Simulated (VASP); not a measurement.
A run of VASP 6.6.1 is set up as follows.

File INCAR:

```
  PREC = Accurate
  ENCUT = 520
  EDIFF = 1E-6
  ISMEAR = -1
  SIGMA = 0.05
  LREAL = F
  LASPH = T
  NELM = 60
  ALGO = Normal
  ISIF = 2
  LWAVE = F
  LCHARG = F
  NBANDS = 30
```

Contents of KPOINTS:

```
Automatic mesh
0
Gamma
  5 5 5
```

File POSCAR:

```
CsSnI3
1.0
    6.0790175149      0.0000000000      0.0000000000
    0.0000000000      6.0790175149      0.0000000000
    0.0000000000      0.0000000000      6.0790175149
Cs I Sn
1 3 1
Direct
    0.0000000000      0.0000000000      0.0000000000
    0.5000000000      0.5000000000      0.0000000000
    0.5000000000      0.0000000000      0.5000000000
    0.0000000000      0.5000000000      0.5000000000
    0.5000000000      0.5000000000      0.5000000000
```

Potentials or basis: VASP PAW LDA potentials, release 64 (Cs_sv, I, Sn_d).

Run with:

```sh
$ cat potpaw_LDA.64/Cs_sv/POTCAR potpaw_LDA.64/I/POTCAR potpaw_LDA.64/Sn_d/POTCAR > POTCAR
$ mpirun -np 1 vasp_std > vasp.out
```

Q: What does it give for the pressure?

A: -0.6 GPa.

Q: Estimate the band gap on the k mesh.

A: 1.68 eV, direct.

Caveat: spin-orbit coupling is left out, which moves the levels of the heavy elements. A k mesh can miss the band edges.
